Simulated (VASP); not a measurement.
# CdS (I4mm) in VASP: further runs

The runs below take CdS through single point, with r2SCAN.

All numbers are computed with VASP 6.6.1; they aren't measurements. Logs are shortened: lines on timing, memory, paths and dates and some standing lists are left out, and cuts for length are marked.

## Step 1: The cell of the first run

The structure is tetragonal, space group I4mm (No. 107). The conventional cell has a = 3.888 Å, b = 3.888 Å, c = 5.499 Å, α = 90.00°, β = 90.00°, γ = 90.00°. Within 3.5 Å of Cd (site symmetry 4mm) lie 6 S at 2.64 to 2.85 Å. S (site symmetry 4mm) has 6 Cd at 2.64 to 2.85 Å within 3.5 Å.

## Step 2: Single point, r2SCAN

POSCAR

```
CdS
1.0
    0.0000000000      2.7495395470      2.7495395470
    2.7495395470      0.0000000000      2.7495395470
    2.7495395470      2.7495395470      0.0000000000
Cd S
1 1
Direct
   -0.0042461853      0.0042461853      0.0042461853
    0.5148886675      0.4851113325      0.4851113325
```

INCAR.step1

```
  ALGO = Normal
  EDIFF = 1E-4
  ENCUT = 520
  GGA = PE
  ISMEAR = 0
  LASPH = T
  LCHARG = F
  LREAL = F
  LWAVE = T
  NBANDS = 16
  NELM = 80
  PREC = Accurate
  SIGMA = 0.05
```

INCAR.step2

```
  ALGO = Normal
  EDIFF = 1E-6
  ENCUT = 520
  ISIF = 2
  ISMEAR = 0
  ISTART = 1
  LASPH = T
  LCHARG = T
  LELF = T
  LMIXTAU = T
  LREAL = F
  LVHAR = T
  LWAVE = F
  METAGGA = R2SCAN
  NBANDS = 16
  NELM = 80
  PREC = Accurate
  SIGMA = 0.05
```

KPOINTS

```
k-points
0
Gamma
  8 8 8
```

Potentials or basis: VASP PAW PBE potentials, release 64 (Cd, S).

Run with:

```
> cat potpaw_PBE.64/Cd/POTCAR potpaw_PBE.64/S/POTCAR > POTCAR
> cp INCAR.step1 INCAR
> mpirun -np 1 vasp_std > vasp.out
> cp INCAR.step2 INCAR
> mpirun -np 1 vasp_std > vasp.out
```

OUTCAR:

```text
EDIFF = 1E-6
   ENCUT = 520
   ISIF = 2
   ISMEAR = 0
   ISTART = 1
   LASPH = T
   LREAL = F
   METAGGA = R2SCAN
   NELM = 80
   PREC = Accurate

 ion  position               nearest neighbor table
   1  0.996  0.004  0.004-   2 2.64   2 2.75   2 2.75   2 2.75   2 2.75   2 2.85
   2  0.515  0.485  0.485-   1 2.64   1 2.75   1 2.75   1 2.75   1 2.75   1 2.85

  LATTYP: Found a face centered cubic cell.
 ALAT       =     5.4990790940

  Lattice vectors:

 A1 = (   0.0000000000,   2.7495395470,   2.7495395470)
 A2 = (   2.7495395470,   0.0000000000,   2.7495395470)
 A3 = (   2.7495395470,   2.7495395470,   0.0000000000)

Analysis of symmetry for initial positions (statically):
=====================================================================
 Subroutine PRICEL returns:
 Original cell was already a primitive cell.

 Routine SETGRP: Setting up the symmetry group for a
 face centered cubic supercell.

 Subroutine GETGRP returns: Found  8 space group operations
 (whereof  8 operations were pure point group operations)
 out of a pool of 48 trial point group operations.

The static configuration has the point symmetry C_4v.

Analysis of symmetry for dynamics (positions and initial velocities):
=====================================================================
 Subroutine PRICEL returns:
 Original cell was already a primitive cell.

 Routine SETGRP: Setting up the symmetry group for a
 face centered cubic supercell.

 Subroutine GETGRP returns: Found  8 space group operations
 (whereof  8 operations were pure point group operations)
 out of a pool of 48 trial point group operations.

The dynamic configuration has the point symmetry C_4v.

 Subroutine INISYM returns: Found  8 space group operations
 (whereof  8 operations are pure point group operations),
 and found     1 'primitive' translations

----------------------------------------------------------------------------------------

                                     Primitive cell

  volume of cell :      41.5729

  direct lattice vectors                    reciprocal lattice vectors
     0.000000000  2.749539547  2.749539547    -0.181848630  0.181848630  0.181848630
     2.749539547  0.000000000  2.749539547     0.181848630 -0.181848630  0.181848630
     2.749539547  2.749539547  0.000000000     0.181848630  0.181848630 -0.181848630

  length of vectors
     3.888436118  3.888436118  3.888436118     0.314971067  0.314971067  0.314971067

  position of ions in fractional coordinates (direct lattice)
     0.995753815  0.004246185  0.004246185
     0.514888668  0.485111332  0.485111332

  ion indices of the primitive-cell ions
   primitive index   ion index
                 1           1
                 2           2

----------------------------------------------------------------------------------------

 KPOINTS: k-points

Automatic generation of k-mesh.
 Grid dimensions read from file:
 generate k-points for:    8    8    8

 Generating k-lattice:

  Cartesian coordinates                     Fractional coordinates (reciprocal lattice)
    -0.022731079  0.022731079  0.022731079     0.125000000  0.000000000  0.000000000
     0.022731079 -0.022731079  0.022731079     0.000000000  0.125000000  0.000000000
     0.022731079  0.022731079 -0.022731079     0.000000000  0.000000000  0.125000000

  Length of vectors
     0.039371383  0.039371383  0.039371383

  Shift w.r.t. Gamma in fractional coordinates (k-lattice)
     0.000000000  0.000000000  0.000000000

 Subroutine IBZKPT returns following result:
 ===========================================

 Found     59 irreducible k-points:

 Following reciprocal coordinates:
            Coordinates               Weight
  0.000000  0.000000  0.000000      1.000000
  0.125000  0.000000  0.000000      8.000000
  0.250000  0.000000  0.000000      8.000000
  0.375000  0.000000  0.000000      8.000000
  0.500000  0.000000  0.000000      4.000000
  0.125000  0.125000  0.000000      4.000000
[... 16 lines left out ...]
  0.000000  0.375000  0.250000      8.000000
  0.500000  0.250000  0.000000     16.000000
 [... further k-points ...]
   k-points           NKPTS =     59   k-points in BZ     NKDIM =     59   number of bands    NBANDS=     16
   number of dos      NEDOS =    301   number of ions     NIONS =      2
   total plane-waves  NPLWV =  27000
   dimension x,y,z NGX =    30 NGY =   30 NGZ =   30
   dimension x,y,z NGXF=    60 NGYF=   60 NGZF=   60
   ions per type =               1   1
   NGX,Y,Z   is equivalent  to a cutoff of  12.83, 12.83, 12.83 a.u.
   NGXF,Y,Z  is equivalent  to a cutoff of  25.65, 25.65, 25.65 a.u.
 SYSTEM =  unknown system
   PREC   = accura    normal or accurate (medium, high low for compatibility)
   ISTART =      1    job   : 0-new  1-cont  2-samecut
   ICHARG =      0    charge: 1-file 2-atom 10-const
   ISPIN  =      1    spin polarized calculation?
   LNONCOLLINEAR =      F non collinear calculations
   LSORBIT =      F    spin-orbit coupling
   LASPH  =      T    aspherical Exc in radial PAW
   ENCUT  =  520.0 eV  38.22 Ry    6.18 a.u.   7.23  7.23  7.23*2*pi/ulx,y,z
   NELM   =     80;   NELMIN=  2; NELMDL=  0     # of ELM steps
   EDIFF  = 0.1E-05   stopping-criterion for ELM
   LREAL  =      F    real-space projection
   EDIFFG = 0.1E-04   stopping-criterion for IOM
   NSW    =      0    number of steps for IOM
   IBRION =     -1    ionic relax: 0-MD 1-quasi-New 2-CG
   NFREE  =      0    steps in history (QN), initial steepest desc. (CG)
   ISIF   =      2    stress and relaxation
   ISYM   =      2    0-nonsym 1-usesym 2-fastsym
   POTIM  = 0.5000    time-step for ionic-motion
   TEBEG  =    0.0;   TEEND  =   0.0 temperature during run
   PSTRESS=    0.0 pullay stress
   NELECT =      18.0000    total number of electrons
   NUPDOWN=      -1.0000    fix difference up-down
   EMIN   =  10.00;   EMAX   =-10.00  energy-range for DOS
   EFERMI =   0.00;   METHOD = LEGACY
   ISMEAR =     0;   SIGMA  =   0.05  broadening in eV -4-tet -1-fermi 0-gaus
   EFERMI_NEDOS =   21; number of points for ismear=-14 and -15
   IALGO  =     38    algorithm
   IMIX   =      4    mixing-type and parameters
     AMIX     =   0.40;   BMIX     =  1.00
     AMIX_MAG =   1.60;   BMIX_MAG =  1.00
  volume/ion in A,a.u.               =      20.79       140.27
  Fermi-wavevector in a.u.,A,eV,Ry     =   1.238499  2.340424 20.869705  1.533880
  Thomas-Fermi vector in A             =   2.373022
   LORBIT       =      0    0 simple, 1 ext, 2 COOP (PROOUT), +10 PAW based schemes
   METAGGA = R2SCAN    functional components
   LHFCALC =     F    Hartree Fock is set to
   AEXX    =    0.0000 exact exchange contribution
   IVDW    =     0    specifies the selected vdW correction
   LEPSILON=     F    determine dielectric tensor
   LRPA    =     F    only Hartree local field effects (RPA)
 non-spin polarized calculation
 Gauss-broadening in eV      SIGMA  =   0.05
  energy-cutoff  :      520.00
  volume of cell :       41.57
 maximum number of plane-waves:      1139
 NGX is ok and might be reduce to    30
   NGX = 15   NGY = 15   NGZ = 15

 number of electron      17.9999999 magnetization

 Free energy of the ion-electron system (eV)
  ---------------------------------------------------
  ext. energy  EPLUGINS =         0.00000000
  ---------------------------------------------------
  free energy    TOTEN  =       -29.51252668 eV

  energy without entropy =      -29.51252668  energy(sigma->0) =      -29.51252668

 E-fermi :   2.7427     XC(G=0): -10.8694

 val. band max:        2.4943734714   @ k =   0.5000   0.0000   0.0000
 cond. band min:       3.2533343211   @ k =   0.5000   0.5000   0.0000
 fundamental gap:      0.7589608497
 Fermi energy:         2.7426579863

 k-point     1 :       0.0000    0.0000    0.0000
  band No.  band energies     occupation
      1     -10.6652      2.00000
      2      -5.3269      2.00000
      3      -5.3126      2.00000
      4      -5.3126      2.00000
      5      -5.3043      2.00000
      6      -5.3030      2.00000
[... 8 lines left out ...]
     15      14.5630      0.00000
     16      14.7737      0.00000

 k-point     2 :       0.1250    0.0000    0.0000
  band No.  band energies     occupation
      1     -10.5340      2.00000
      2      -5.3749      2.00000
      3      -5.3529      2.00000
      4      -5.3195      2.00000
      5      -5.2816      2.00000
      6      -5.2806      2.00000
[... 8 lines left out ...]
     15      13.4126      0.00000
     16      14.3374      0.00000

 k-point     3 :       0.2500    0.0000    0.0000
  band No.  band energies     occupation
      1     -10.1844      2.00000
      2      -5.4817      2.00000
      3      -5.4618      2.00000
      4      -5.3662      2.00000
      5      -5.2138      2.00000
      6      -5.2134      2.00000
[... 8 lines left out ...]
     15      13.9257      0.00000
     16      14.0997      0.00000

 k-point     4 :       0.3750    0.0000    0.0000
  band No.  band energies     occupation
      1      -9.7703      2.00000
      2      -5.5785      2.00000
      3      -5.5663      2.00000
      4      -5.4605      2.00000
      5      -5.1447      2.00000
      6      -5.1446      2.00000
[... 8 lines left out ...]
     15      15.2231      0.00000
     16      15.2284      0.00000
[... 324 lines left out ...]
 k-point    22 :       0.3750    0.2500    0.0000
  band No.  band energies     occupation
      1      -9.9052      2.00000
      2      -5.4086      2.00000
      3      -5.3310      2.00000
      4      -5.3109      2.00000
      5      -5.1306      2.00000
      6      -5.1211      2.00000
[... 8 lines left out ...]
     15      16.6334      0.00000
     16      17.8879      0.00000

 k-point    23 :       0.0000    0.3750    0.2500
  band No.  band energies     occupation
      1      -9.9048      2.00000
      2      -5.3959      2.00000
      3      -5.3345      2.00000
      4      -5.3090      2.00000
      5      -5.1333      2.00000
      6      -5.1262      2.00000
[... 8 lines left out ...]
     15      16.6444      0.00000
     16      17.9136      0.00000

 k-point    24 :       0.5000    0.2500    0.0000
  band No.  band energies     occupation
      1      -9.6925      2.00000
      2      -5.4513      2.00000
      3      -5.3892      2.00000
      4      -5.2676      2.00000
      5      -5.0934      2.00000
      6      -4.9762      2.00000
[... 8 lines left out ...]
     15      16.7498      0.00000
     16      18.1729      0.00000

 [... further k-points ...]
[... 5 lines left out ...]
  --------------------------------------------------------------------------------------
  -------------------------------------------------------------------------------------
  Total       -0.1288431     -0.4066741     -0.4066741      0.0000000      0.0000000      0.0000000
  in kB       -4.9654867    -15.6728211    -15.6728211      0.0000000      0.0000000      0.0000000
  external PRESSURE =     -12.1037097 kB  Pullay stress =       0.0000000 kB

 VOLUME and BASIS-vectors are now :
 -----------------------------------------------------------------------------
  energy-cutoff  :      520.00
  volume of cell :       41.57
      direct lattice vectors                 reciprocal lattice vectors
     0.000000000  2.749539547  2.749539547    -0.181848630  0.181848630  0.181848630
     2.749539547  0.000000000  2.749539547     0.181848630 -0.181848630  0.181848630
     2.749539547  2.749539547  0.000000000     0.181848630  0.181848630 -0.181848630

 POSITION                                       TOTAL-FORCE (eV/Angst)
 -----------------------------------------------------------------------------------
      0.02335      2.74954      2.74954        -0.172134      0.000000      0.000000
      2.66767      2.74954      2.74954         0.172134      0.000000      0.000000
 -----------------------------------------------------------------------------------
    total drift:                               -0.000569      0.000002      0.000002

  FREE ENERGIE OF THE ION-ELECTRON SYSTEM (eV)
  ---------------------------------------------------
  free  energy   TOTEN  =       -29.5125266777 eV

  energy  without entropy=      -29.5125266777  energy(sigma->0) =      -29.51252668
```

Wall time 88 s (1 thread of Intel Xeon 6975P-C (Granite Rapids), shared host); peak memory 0.19 GiB.

What came out:

* Free energy: -29.5125 eV
* Pressure: -1.2 GPa
* Largest force: 0.172 eV/Å
* Band gap on the k mesh: 0.76 eV, indirect (least direct gap 2.16 eV)

Forces on the atoms (eV/Å):
```
Cd  -0.172  0.000  0.000
S    0.172  0.000  0.000
```

Caveat: the PAW data sets were made with another functional, which shifts forces and pressure a little. A k mesh can miss the band edges.

(Continued in part 2 of 3.)
